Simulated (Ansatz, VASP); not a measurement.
**KYSe2 in VASP and in Ansatz**

```
K Se Y
1.0
     4.31975    0.00000    0.00000
     0.00000    4.31975    0.00000
     0.00000    0.00000    5.86828
K Se Y
1 2 1
Direct
  0.00000 0.00000 0.00000
  0.00000 0.00000 0.50000
  0.50000 0.50000 0.00000
  0.50000 0.50000 0.50000
```

Alike in both runs: task single point; functional PBE; k mesh 4 × 4 × 4; no spin polarisation.

|  | VASP | Ansatz |
| --- | --- | --- |
| version | VASP 6.6.1 | Ansatz 0.2.0 |
| potentials or method | VASP PAW PBE potentials, release 64 (K_sv, Se, Y_sv) | plane waves, PAW |
| plane-wave cutoff (eV) | 520 | 420 |
| occupations | gaussian, width 0.01 eV | fixed |
| valence electrons in the cell | 32 | 52 |

|  | VASP | Ansatz | Ansatz less VASP |
| --- | --- | --- | --- |
| gap on the k mesh at the Fermi level (eV) | 0.19 | 0.19 | +0.003 |

VASP's potentials hold 32 valence electrons a cell and Ansatz's 52, so a difference there can come from the potentials and not from the codes.
